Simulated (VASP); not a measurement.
# Ga3Se (Pm-3m) in VASP: notebook

Aim: see how the results for Ga3Se move with the level of theory and the settings. Levels: LDA, PBEsol, PBE. Tasks: single point.

Program: VASP 6.6.1. These are calculated values, not measurements. Logs are shortened: lines on timing, memory, paths and dates and some standing lists are left out, and cuts for length are marked.

**1. The cell of the first run**

The structure is cubic, space group Pm-3m (No. 221). Conventional cell: a = 4.261 Å, b = 4.261 Å, c = 4.261 Å, α = 90.00°, β = 90.00°, γ = 90.00°. Within 4.0 Å of Se (site symmetry m-3m) lie 12 Ga at 3.01 Å. Within 4.0 Å of Ga (site symmetry 4/mmm) lie 4 Se at 3.01 Å and 8 Ga at 3.01 Å.

**2. Single point, LDA**

File INCAR:

```
PREC = Accurate
ENCUT = 520
EDIFF = 1E-6
ISMEAR = -1
SIGMA = 0.05
LREAL = F
LASPH = T
NELM = 60
ALGO = Normal
ISIF = 2
LWAVE = F
LCHARG = F
NBANDS = 30
```

File KPOINTS:

```
Automatic mesh
0
Gamma
  6 6 6
```

File POSCAR:

```
Ga3Se
1.0
    4.2606231299      0.0000000000      0.0000000000
    0.0000000000      4.2606231299      0.0000000000
    0.0000000000      0.0000000000      4.2606231299
Se Ga
1 3
Direct
    0.0000000000      0.0000000000      0.0000000000
    0.5000000000      0.5000000000      0.0000000000
    0.5000000000      0.0000000000      0.5000000000
    0.0000000000      0.5000000000      0.5000000000
```

Potentials or basis: VASP PAW LDA potentials, release 64 (Se, Ga_d).

Launch:

```
$ cat potpaw_LDA.64/Se/POTCAR potpaw_LDA.64/Ga_d/POTCAR > POTCAR
$ mpirun -np 1 vasp_std > vasp.out
```

OUTCAR:

```text
PREC = Accurate
   ENCUT = 520
   EDIFF = 1E-6
   ISMEAR = -1
   LREAL = F
   LASPH = T
   NELM = 60
   ISIF = 2

 ion  position               nearest neighbor table
   1  0.000  0.000  0.000-
   2  0.500  0.500  0.000-
   3  0.500  0.000  0.500-
   4  0.000  0.500  0.500-

  LATTYP: Found a simple cubic cell.
 ALAT       =     4.2606231299

  Lattice vectors:

 A1 = (   4.2606231299,   0.0000000000,   0.0000000000)
 A2 = (   0.0000000000,   4.2606231299,   0.0000000000)
 A3 = (   0.0000000000,   0.0000000000,   4.2606231299)

Analysis of symmetry for initial positions (statically):
=====================================================================
 Subroutine PRICEL returns:
 Original cell was already a primitive cell.

 Routine SETGRP: Setting up the symmetry group for a
 simple cubic supercell.

 Subroutine GETGRP returns: Found 48 space group operations
 (whereof 48 operations were pure point group operations)
 out of a pool of 48 trial point group operations.

The static configuration has the point symmetry O_h .

Analysis of symmetry for dynamics (positions and initial velocities):
=====================================================================
 Subroutine PRICEL returns:
 Original cell was already a primitive cell.

 Routine SETGRP: Setting up the symmetry group for a
 simple cubic supercell.

 Subroutine GETGRP returns: Found 48 space group operations
 (whereof 48 operations were pure point group operations)
 out of a pool of 48 trial point group operations.

The dynamic configuration has the point symmetry O_h .

 Subroutine INISYM returns: Found 48 space group operations
 (whereof 48 operations are pure point group operations),
 and found     1 'primitive' translations

----------------------------------------------------------------------------------------

                                     Primitive cell

  volume of cell :      77.3427

  direct lattice vectors                    reciprocal lattice vectors
     4.260623130  0.000000000  0.000000000     0.234707452  0.000000000  0.000000000
     0.000000000  4.260623130  0.000000000     0.000000000  0.234707452  0.000000000
     0.000000000  0.000000000  4.260623130     0.000000000  0.000000000  0.234707452

  length of vectors
     4.260623130  4.260623130  4.260623130     0.234707452  0.234707452  0.234707452

  position of ions in fractional coordinates (direct lattice)
     0.000000000  0.000000000  0.000000000
     0.500000000  0.500000000  0.000000000
     0.500000000  0.000000000  0.500000000
     0.000000000  0.500000000  0.500000000

  ion indices of the primitive-cell ions
   primitive index   ion index
                 1           1
                 2           2
                 3           3
                 4           4

----------------------------------------------------------------------------------------

 KPOINTS: Automatic mesh

Automatic generation of k-mesh.
 Grid dimensions read from file:
 generate k-points for:    6    6    6

 Generating k-lattice:

  Cartesian coordinates                     Fractional coordinates (reciprocal lattice)
     0.039117909  0.000000000  0.000000000     0.166666667  0.000000000  0.000000000
     0.000000000  0.039117909  0.000000000     0.000000000  0.166666667  0.000000000
     0.000000000  0.000000000  0.039117909     0.000000000  0.000000000  0.166666667

  Length of vectors
     0.039117909  0.039117909  0.039117909

  Shift w.r.t. Gamma in fractional coordinates (k-lattice)
     0.000000000  0.000000000  0.000000000

 Subroutine IBZKPT returns following result:
 ===========================================

 Found     20 irreducible k-points:

 Following reciprocal coordinates:
            Coordinates               Weight
  0.000000  0.000000  0.000000      1.000000
  0.166667  0.000000  0.000000      6.000000
  0.333333  0.000000  0.000000      6.000000
  0.500000  0.000000  0.000000      3.000000
  0.166667  0.166667  0.000000     12.000000
  0.333333  0.166667  0.000000     24.000000
[... 12 lines left out ...]
  0.500000  0.500000  0.333333      6.000000
  0.500000  0.500000  0.500000      1.000000
   k-points           NKPTS =     20   k-points in BZ     NKDIM =     20   number of bands    NBANDS=     30
   number of dos      NEDOS =    301   number of ions     NIONS =      4
   total plane-waves  NPLWV =  32768
   dimension x,y,z NGX =    32 NGY =   32 NGZ =   32
   dimension x,y,z NGXF=    64 NGYF=   64 NGZF=   64
   ions per type =               1   3
   NGX,Y,Z   is equivalent  to a cutoff of  12.49, 12.49, 12.49 a.u.
   NGXF,Y,Z  is equivalent  to a cutoff of  24.97, 24.97, 24.97 a.u.
 SYSTEM =  unknown system
   PREC   = accura    normal or accurate (medium, high low for compatibility)
   ISTART =      0    job   : 0-new  1-cont  2-samecut
   ICHARG =      2    charge: 1-file 2-atom 10-const
   ISPIN  =      1    spin polarized calculation?
   LNONCOLLINEAR =      F non collinear calculations
   LSORBIT =      F    spin-orbit coupling
   LASPH  =      T    aspherical Exc in radial PAW
   ENCUT  =  520.0 eV  38.22 Ry    6.18 a.u.   7.92  7.92  7.92*2*pi/ulx,y,z
   NELM   =     60;   NELMIN=  2; NELMDL= -5     # of ELM steps
   EDIFF  = 0.1E-05   stopping-criterion for ELM
   LREAL  =      F    real-space projection
   EDIFFG = 0.1E-04   stopping-criterion for IOM
   NSW    =      0    number of steps for IOM
   IBRION =     -1    ionic relax: 0-MD 1-quasi-New 2-CG
   NFREE  =      0    steps in history (QN), initial steepest desc. (CG)
   ISIF   =      2    stress and relaxation
   ISYM   =      2    0-nonsym 1-usesym 2-fastsym
   POTIM  = 0.5000    time-step for ionic-motion
   TEBEG  =    0.0;   TEEND  =   0.0 temperature during run
   PSTRESS=    0.0 pullay stress
   NELECT =      45.0000    total number of electrons
   NUPDOWN=      -1.0000    fix difference up-down
   EMIN   =  10.00;   EMAX   =-10.00  energy-range for DOS
   EFERMI =   0.00;   METHOD = LEGACY
   ISMEAR =    -1;   SIGMA  =   0.05  broadening in eV -4-tet -1-fermi 0-gaus
   EFERMI_NEDOS =   21; number of points for ismear=-14 and -15
   IALGO  =     38    algorithm
   IMIX   =      4    mixing-type and parameters
     AMIX     =   0.40;   BMIX     =  1.00
     AMIX_MAG =   1.60;   BMIX_MAG =  1.00
  volume/ion in A,a.u.               =      19.34       130.48
  Fermi-wavevector in a.u.,A,eV,Ry     =   1.366698  2.582685 25.413823  1.867863
  Thomas-Fermi vector in A             =   2.492816
   LORBIT       =      0    0 simple, 1 ext, 2 COOP (PROOUT), +10 PAW based schemes
   GGA     = CA    functional components
   LHFCALC =     F    Hartree Fock is set to
   AEXX    =    0.0000 exact exchange contribution
   IVDW    =     0    specifies the selected vdW correction
   LEPSILON=     F    determine dielectric tensor
   LRPA    =     F    only Hartree local field effects (RPA)
 non-spin polarized calculation
  energy-cutoff  :      520.00
  volume of cell :       77.34
 maximum number of plane-waves:      2176
 NGX is ok and might be reduce to    32
   NGX = 15   NGY = 15   NGZ = 15

 number of electron      44.9999977 magnetization

 Free energy of the ion-electron system (eV)
  ---------------------------------------------------
  ext. energy  EPLUGINS =         0.00000000
  ---------------------------------------------------
  free energy    TOTEN  =       -14.98681472 eV

  energy without entropy =      -14.97587586  energy(sigma->0) =      -14.98134529

 E-fermi :   5.5506     XC(G=0): -11.1256

 val. band max:        5.4891378308   @ k =   0.3333   0.1667   0.1667
 cond. band min:       5.6071671287   @ k =   0.1667   0.1667   0.0000
 fundamental gap:      0.1180292979
 Fermi energy:         5.5506116477

 k-point     1 :       0.0000    0.0000    0.0000
  band No.  band energies     occupation
      1      -9.6845      2.00000
      2      -9.6157      2.00000
      3      -9.6157      2.00000
      4      -9.6157      2.00000
      5      -9.5456      2.00000
      6      -9.5456      2.00000
[... 22 lines left out ...]
     29      11.9814      0.00000
     30      12.9522      0.00000

 k-point     2 :       0.1667    0.0000    0.0000
  band No.  band energies     occupation
      1      -9.6553      2.00000
      2      -9.6112      2.00000
      3      -9.5977      2.00000
      4      -9.5977      2.00000
      5      -9.5427      2.00000
      6      -9.5317      2.00000
[... 22 lines left out ...]
     29      12.7811      0.00000
     30      13.1396      0.00000

 k-point     3 :       0.3333    0.0000    0.0000
  band No.  band energies     occupation
      1      -9.6015      2.00000
      2      -9.5867      2.00000
      3      -9.5489      2.00000
      4      -9.5489      2.00000
      5      -9.5347      2.00000
      6      -9.4973      2.00000
[... 22 lines left out ...]
     29      12.7620      0.00000
     30      13.0386      0.00000

 k-point     4 :       0.5000    0.0000    0.0000
  band No.  band energies     occupation
      1      -9.5962      2.00000
      2      -9.5475      2.00000
      3      -9.5074      2.00000
      4      -9.5039      2.00000
      5      -9.5039      2.00000
      6      -9.4717      2.00000
[... 22 lines left out ...]
     29      10.8037      0.00000
     30      12.2240      0.00000

 k-point     5 :       0.1667    0.1667    0.0000
  band No.  band energies     occupation
      1      -9.6327      2.00000
      2      -9.6005      2.00000
      3      -9.5860      2.00000
      4      -9.5836      2.00000
      5      -9.5343      2.00000
      6      -9.5219      2.00000
[... 22 lines left out ...]
     29      12.7369      0.00000
     30      13.1762      0.00000
[... 394 lines left out ...]
     29      12.9804      0.00000
     30      14.3109      0.00000

 k-point    18 :       0.5000    0.3333    0.3333
  band No.  band energies     occupation
      1      -9.7011      2.00000
      2      -9.5518      2.00000
      3      -9.5288      2.00000
      4      -9.5283      2.00000
      5      -9.5217      2.00000
      6      -9.5217      2.00000
[... 22 lines left out ...]
     29      13.3617      0.00000
     30      13.5150      0.00000

 k-point    19 :       0.5000    0.5000    0.3333
  band No.  band energies     occupation
      1      -9.7311      2.00000
      2      -9.5413      2.00000
      3      -9.5413      2.00000
      4      -9.5404      2.00000
      5      -9.5216      2.00000
      6      -9.5216      2.00000
[... 22 lines left out ...]
     29      13.4534      0.00000
     30      14.4716      0.00000

 k-point    20 :       0.5000    0.5000    0.5000
  band No.  band energies     occupation
      1      -9.7648      2.00000
      2      -9.5497      2.00000
      3      -9.5497      2.00000
      4      -9.5497      2.00000
      5      -9.5266      2.00000
      6      -9.5266      2.00000
[... 22 lines left out ...]
     29      14.8942      0.00000
     30      14.9189      0.00000

------------------------ aborting loop because EDIFF is reached ----------------------------------------

  FORCE on cell =-STRESS in cart. coord.  units (eV):
  Direction    XX          YY          ZZ          XY          YZ          ZX
  --------------------------------------------------------------------------------------
  -------------------------------------------------------------------------------------
  Total        0.1258201      0.1258201      0.1258201     -0.0000000     -0.0000000     -0.0000000
  in kB        2.6064010      2.6064010      2.6064010     -0.0000000     -0.0000000     -0.0000000
  external PRESSURE =       2.6064010 kB  Pullay stress =       0.0000000 kB

 VOLUME and BASIS-vectors are now :
 -----------------------------------------------------------------------------
  energy-cutoff  :      520.00
  volume of cell :       77.34
      direct lattice vectors                 reciprocal lattice vectors
     4.260623130  0.000000000  0.000000000     0.234707452  0.000000000  0.000000000
     0.000000000  4.260623130  0.000000000     0.000000000  0.234707452  0.000000000
     0.000000000  0.000000000  4.260623130     0.000000000  0.000000000  0.234707452

 POSITION                                       TOTAL-FORCE (eV/Angst)
 -----------------------------------------------------------------------------------
      0.00000      0.00000      0.00000         0.000000      0.000000      0.000000
      2.13031      2.13031      0.00000         0.000000      0.000000      0.000000
      2.13031      0.00000      2.13031         0.000000      0.000000      0.000000
      0.00000      2.13031      2.13031         0.000000      0.000000      0.000000
 -----------------------------------------------------------------------------------
    total drift:                                0.000000     -0.000000     -0.000000

  FREE ENERGIE OF THE ION-ELECTRON SYSTEM (eV)
  ---------------------------------------------------
  free  energy   TOTEN  =       -14.9868147188 eV

  energy  without entropy=      -14.9758758583  energy(sigma->0) =      -14.98134529
```

Wall time 25 s (1 thread of Intel Xeon 6975P-C (Granite Rapids), shared host); peak memory 0.17 GiB.

What came out:

- Free energy: -14.9868 eV
- Pressure: 0.3 GPa

**3. Single point, PBEsol**

This run uses another cell than the first one, of 19.95 Å³/atom, 1.032 times its volume.

File INCAR:

```
PREC = Accurate ; ENCUT = 520
EDIFF = 1E-6 ; ISMEAR = -1
SIGMA = 0.05 ; LREAL = F
LASPH = T ; NELM = 80
ALGO = Normal ; ISIF = 2
LWAVE = F ; LCHARG = T
GGA = PS ; LELF = T
LVHAR = T ; NBANDS = 30
```

File KPOINTS:

```
regular mesh
0
Gamma
  6 6 6
```

File POSCAR:

```
Ga3Se
1.0
    4.3051982432      0.0000000000      0.0000000000
    0.0000000000      4.3051982432      0.0000000000
    0.0000000000      0.0000000000      4.3051982432
Se Ga
1 3
Direct
    0.0000000000      0.0000000000      0.0000000000
    0.5000000000      0.5000000000      0.0000000000
    0.5000000000      0.0000000000      0.5000000000
    0.0000000000      0.5000000000      0.5000000000
```

Potentials or basis: VASP PAW PBE potentials, release 64 (Se, Ga_d).

Launch:

```
$ cat potpaw_PBE.64/Se/POTCAR potpaw_PBE.64/Ga_d/POTCAR > POTCAR
$ mpirun -np 1 vasp_std > vasp.out
```

Wall time 28 s (1 thread of Intel Xeon 6975P-C (Granite Rapids), shared host); peak memory 0.19 GiB.

It converged, with:

* Free energy: -14.0346 eV
* Pressure: 0.2 GPa

Levels at points of the mesh, in eV from the Fermi level:
```
           k point  band 21  band 22  band 23  band 24  band 25  band 26
(0.00, 0.00, 0.00)    -2.72    -2.72     1.72     1.72     1.72     4.61
(0.50, 0.00, 0.00)    -1.86    -1.11    -0.43    -0.43     0.98     4.44
(0.50, 0.50, 0.00)    -0.90    -0.53    -0.53     1.58     1.59     1.59
(0.50, 0.50, 0.50)    -5.17    -5.17    -3.86     4.37     4.37     4.37
```

Caveat: the PAW data sets were made with another functional, which shifts forces and pressure a little.

**4. Single point, PBE**

This run uses another cell than the first one, of 21.45 Å³/atom, 1.109 times its volume.

File INCAR:

```
SYSTEM = Ga3Se
  PREC = Accurate
  ENCUT = 520
  EDIFF = 1E-7
  ISMEAR = -1
  SIGMA = 0.05
  LREAL = .False.
  LASPH = .True.
  NELM = 80
  ALGO = Normal
  ISIF = 2
  LWAVE = .False.
  LCHARG = .True.
  GGA = PE
  LELF = .True.
  LVHAR = .True.
  NBANDS = 30
```

File KPOINTS:

```
regular mesh
0
Gamma
  6 6 6
  0 0 0
```

File POSCAR:

```
Ga3Se
1.0
    4.4105409623      0.0000000000      0.0000000000
    0.0000000000      4.4105409623      0.0000000000
    0.0000000000      0.0000000000      4.4105409623
Se Ga
1 3
Direct
    0.0000000000      0.0000000000      0.0000000000
    0.5000000000      0.5000000000      0.0000000000
    0.5000000000      0.0000000000      0.5000000000
    0.0000000000      0.5000000000      0.5000000000
```

Launch:

```
$ cat potpaw_PBE.64/Se/POTCAR potpaw_PBE.64/Ga_d/POTCAR > POTCAR
$ mpirun -np 1 vasp_std > vasp.out
```

It took 57 s on 1 thread of Intel Xeon 6975P-C (Granite Rapids), shared host; peak memory 0.22 GiB.

It converged, with:

```yaml
Free_energy: -12.4252 eV
Pressure: 0.1 GPa
```

Levels at points of the mesh, in eV from the Fermi level:
```tsv
k point	band 21	band 22	band 23	band 24	band 25	band 26
(0.00, 0.00, 0.00)	-2.82	-2.82	1.62	1.62	1.62	4.45
(0.50, 0.00, 0.00)	-2.12	-1.06	-0.28	-0.28	1.16	4.06
(0.50, 0.50, 0.00)	-0.79	-0.68	-0.68	1.39	1.66	1.66
(0.50, 0.50, 0.50)	-4.94	-4.94	-3.55	4.03	4.03	4.03
```

**5. Summary**

| level | potentials or basis | cell | gap on the mesh (eV) | pressure (GPa) |
| --- | --- | --- | --- | --- |
| LDA | VASP PAW LDA potentials, release 64 (Se, Ga_d) | a = 4.261 Å, 4 atoms | none | 0.3 |
| PBEsol | VASP PAW PBE potentials, release 64 (Se, Ga_d) | a = 4.305 Å, 4 atoms | none | 0.2 |
| PBE | VASP PAW PBE potentials, release 64 (Se, Ga_d) | a = 4.411 Å, 4 atoms | none | 0.1 |

Alike in all rows: task single point; no spin polarisation; k mesh 6 × 6 × 6; cutoff (eV) 520; smearing fermi-dirac 0.05 eV.

Caveats: the PAW data sets were made with another functional, which shifts forces and pressure a little (some runs).

Absolute energies hang on the potentials; compare differences alone.
